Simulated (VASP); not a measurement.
Input of a VASP 6.6.1 run:

Contents of INCAR:

```
SYSTEM = Si3N4
PREC = Accurate
ENCUT = 520
EDIFF = 1E-7
ISMEAR = 0
SIGMA = 0.02
LREAL = .FALSE.
LASPH = .TRUE.
NELM = 60
ALGO = Normal
ISIF = 2
LWAVE = .FALSE.
LCHARG = .FALSE.
GGA = PE
IBRION = 2
NSW = 50
EDIFFG = -0.01
```

Contents of KPOINTS:

```
regular mesh
0
G
  6 6 6
  0 0 0
```

Contents of POSCAR:

```
Si3N4
1.0
    0.0000000000      3.9710030877      3.9710030877
    3.9710030877      0.0000000000      3.9710030877
    3.9710030877      3.9710030877      0.0000000000
Si N
6 8
Direct
    0.1250000000      0.1250000000      0.6250000000
    0.1250000000      0.6250000000      0.1250000000
    0.6250000000      0.1250000000      0.1250000000
    0.1250000000      0.1250000000      0.1250000000
    0.7500000000      0.7500000000      0.7500000000
    0.5000000000      0.5000000000      0.5000000000
    0.3673622502      0.3673622502      0.3673622502
    0.3520867507      0.8826377498      0.8826377498
    0.8826377498      0.8826377498      0.3520867507
    0.8826377498      0.3520867507      0.8826377498
    0.3673622502      0.3673622502      0.8979132493
    0.3673622502      0.8979132493      0.3673622502
    0.8826377498      0.8826377498      0.8826377498
    0.8979132493      0.3673622502      0.3673622502
```

Potentials or basis: VASP PAW PBE potentials, release 64 (Si, N).

Launch:

```sh
$ cat potpaw_PBE.64/Si/POTCAR potpaw_PBE.64/N/POTCAR > POTCAR
$ mpirun -np 1 vasp_std > vasp.out
```

Q: Predict the band gap on the k mesh.

A: 3.11 eV, indirect (least direct gap 3.17 eV).

Q: Predict the energy gained by relaxing.

A: 0.1 meV/atom.

Final structure:
```
CELL_PARAMETERS angstrom
0.00000 3.97100 3.97100
3.97100 0.00000 3.97100
3.97100 3.97100 0.00000
ATOMIC_POSITIONS crystal
Si 0.12500 0.12500 0.62500
Si 0.12500 0.62500 0.12500
Si 0.62500 0.12500 0.12500
Si 0.12500 0.12500 0.12500
Si 0.75000 0.75000 0.75000
Si 0.50000 0.50000 0.50000
N 0.36718 0.36718 0.36718
N 0.35154 0.88282 0.88282
N 0.88282 0.88282 0.35154
N 0.88282 0.35154 0.88282
N 0.36718 0.36718 0.89846
N 0.36718 0.89846 0.36718
N 0.88282 0.88282 0.88282
N 0.89846 0.36718 0.36718
```

 A k mesh can miss the band edges.
